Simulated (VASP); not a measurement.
Here is a VASP 6.6.1 calculation.

INCAR

```
ALGO = Normal
EDIFF = 1E-6
EDIFFG = -0.08
ENCUT = 600
GGA = PE
IBRION = 2
ISIF = 3
ISMEAR = 0
LASPH = T
LCHARG = F
LREAL = F
LWAVE = F
NELM = 60
NSW = 36
PREC = Accurate
SIGMA = 0.2
```

KPOINTS

```
k-points
0
Gamma
  5 5 2
```

Contents of POSCAR:

```
In3GaAs4
1.0
    4.1905633600      0.0000000000      0.0000000000
   -2.0952816800      3.6291343300      0.0000000000
    0.0000000000      0.0000000000     13.7494360500
In Ga As
3 1 4
Direct
    0.0000000000      0.0000000000      0.7494779800
    0.3333333300      0.6666666700      0.9970440300
    0.3333333300      0.6666666700      0.5024849800
    0.0000000000      0.0000000000      0.2480050000
    0.0000000000      0.0000000000      0.0588070000
    0.0000000000      0.0000000000      0.5635539900
    0.3333333300      0.6666666700      0.3173959900
    0.3333333300      0.6666666700      0.8112329800
```

Potentials or basis: VASP PAW PBE potentials, release 64 (In_d, Ga_d, As).

The run is started by

```console
$ cat potpaw_PBE.64/In_d/POTCAR potpaw_PBE.64/Ga_d/POTCAR potpaw_PBE.64/As/POTCAR > POTCAR
$ mpirun -np 1 vasp_std > vasp.out
```

**Question.** What does it give for the space group after relaxing (to 0.1 Å)?

**Answer.** P3m1 (No. 156).

**Question.** Predict the band gap on the k mesh.

**Answer.** Zero (filled and empty bands touch).

**Question.** What does it give for the relaxed cell?

**Answer.** a = 4.297 Å, b = 4.297 Å, c = 14.123 Å, α = 90.00°, β = 90.00°, γ = 120.00°.

Stress tensor (GPa, compression positive):
```
 0.03  0.00  0.00
 0.00  0.03  0.00
 0.00  0.00 -0.05
```

Caveat: semilocal functionals underestimate gaps, and a narrow one can read as zero; spin-orbit coupling is left out, which moves the levels of the heavy elements.
